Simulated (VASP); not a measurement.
Wanted: the native input for a VASP 6.6.1 run.

* Task: single point
* Functional: PBE
* Potentials or basis: VASP PAW PBE potentials, release 64 (Ga_d, Se)
* Cutoff: 500 eV
* k mesh: 14 × 14 × 3
* Occupations: fermi-dirac, width 0.05 eV
* Spin: no spin polarisation
* Dipole correction: no
* Further INCAR settings: ALGO = Normal; EDIFF = 1e-06; NBANDS = 48

The structure of GaSe lies in POSCAR:

```
GaSe
1.0
    3.8235501750      0.0000000000      0.0000000000
   -1.9117750875      3.3112915842      0.0000000000
    0.0000000000      0.0000000000     16.2322361330
Ga Se
4 4
Direct
    0.3333333333      0.6666666667      0.9244938780
    0.6666666667      0.3333333333      0.4244938780
    0.3333333333      0.6666666667      0.5755061220
    0.6666666667      0.3333333333      0.0755061220
    0.3333333333      0.6666666667      0.1557222759
    0.6666666667      0.3333333333      0.6557222759
    0.3333333333      0.6666666667      0.3442777241
    0.6666666667      0.3333333333      0.8442777241
```

One way to write it, as run:

INCAR

```
SYSTEM = GaSe
ALGO = Normal
EDIFF = 1E-6
ENCUT = 500
GGA = PE
GGA_COMPAT = .FALSE.
ISIF = 2
ISMEAR = -1
LASPH = .TRUE.
LCHARG = .TRUE.
LELF = .TRUE.
LREAL = .FALSE.
LVHAR = .TRUE.
LWAVE = .FALSE.
NBANDS = 48
NELM = 120
PREC = Accurate
SIGMA = 0.05
```

KPOINTS

```
k-points
0
G
  14 14 3
  0 0 0
```

Potentials or basis: VASP PAW PBE potentials, release 64 (Ga_d, Se).

The run is started by

```console
$ cat potpaw_PBE.64/Ga_d/POTCAR potpaw_PBE.64/Se/POTCAR > POTCAR
$ mpirun -np 1 vasp_std > vasp.out
```

Results of the run:

```yaml
Pressure: -0.6 GPa
Largest_force: 0.024 eV/Å
Band_gap_on_the_k_mesh: zero (bands 38 and 39 overlap by 1.31 eV)
```

Run time: 3.8 min on 1 thread of Intel(R) Xeon(R) 6975P-C (Granite Rapids) (shared host), peak memory 0.51 GiB.
